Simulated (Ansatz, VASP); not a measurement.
**One calculation of C, two programs**

```
CELL_PARAMETERS angstrom
1.25671 0.72556 4.07826
-1.25671 0.72556 4.07826
0.00000 -1.45112 4.07826
ATOMIC_POSITIONS crystal
C 0.00000 0.00000 0.00000
C 0.26255 0.26255 0.26255
C 0.73745 0.73745 0.73745
```

Alike in both runs: task relaxation of cell and atoms; functional PBE; k mesh 21 × 21 × 21; occupations gaussian, width 0.1 eV; no spin polarisation.

|  | VASP | Ansatz |
| --- | --- | --- |
| version | VASP 6.6.1 | Ansatz 0.2.0 |
| potentials or method | VASP PAW PBE potentials, release 64 (C), cutoff 600 eV | scalar-relativistic, plane waves, PAW |
| valence electrons in the cell | 12 | 12 |

VASP gave:

- gap on the k mesh at the Fermi level, each at its own relaxed structure (eV): none
- relaxed volume (Å³/atom): 7.17
- relaxed cell length with the largest relative difference (Å): 4.197

Question: What did Ansatz give for the same quantities?

Answer: gap on the k mesh at the Fermi level, each at its own relaxed structure (eV): none; relaxed volume (Å³/atom): 7.26; relaxed cell length with the largest relative difference (Å): 4.238.

A gap of «none» marks a metal or a gap that the smearing closes.
